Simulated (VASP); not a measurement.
Here is a VASP 6.6.1 calculation.

The input POSCAR:

```
NaI
1.0
    0.0000000000      3.5431916835      3.5431916835
    3.5431916835      0.0000000000      3.5431916835
    3.5431916835      3.5431916835      0.0000000000
Na I
1 1
Direct
    0.0000000000      0.0000000000      0.0000000000
    0.2500000000      0.2500000000      0.2500000000
```

INCAR.step1

```
SYSTEM = NaI
PREC = Accurate
ENCUT = 520
EDIFF = 1E-5
ISMEAR = 0
SIGMA = 0.01
LREAL = .FALSE.
LASPH = .TRUE.
NELM = 100
ALGO = Normal
ISIF = 2
LWAVE = .TRUE.
LCHARG = .FALSE.
GGA = PE
NBANDS = 14
```

The input INCAR.step2:

```
SYSTEM = NaI
PREC = Accurate
ENCUT = 520
EDIFF = 1E-6
ISMEAR = 0
SIGMA = 0.01
LREAL = .FALSE.
LASPH = .TRUE.
NELM = 100
ALGO = Normal
ISIF = 2
LWAVE = .FALSE.
LCHARG = .FALSE.
GGA = PE
LHFCALC = .TRUE.
HFSCREEN = 0.2079
PRECFOCK = Normal
ISTART = 1
NBANDS = 14
```

The input KPOINTS:

```
regular mesh
0
G
  4 4 4
  0 0 0
```

Potentials or basis: VASP PAW PBE potentials, release 64 (Na_pv, I).

Command:

```sh
$ cat potpaw_PBE.64/Na_pv/POTCAR potpaw_PBE.64/I/POTCAR > POTCAR
$ cp INCAR.step1 INCAR
$ mpirun -np 1 vasp_std > vasp.out
$ cp INCAR.step2 INCAR
$ mpirun -np 1 vasp_std > vasp.out
```

(1) What does it give for the pressure?

(2) What does it give for the band gap on the k mesh?

Results:

(1) 0.2 GPa.

(2) 4.80 eV, direct.

Caveat: the PAW data sets were made with another functional, which shifts forces and pressure a little; spin-orbit coupling is left out, which moves the levels of the heavy elements.
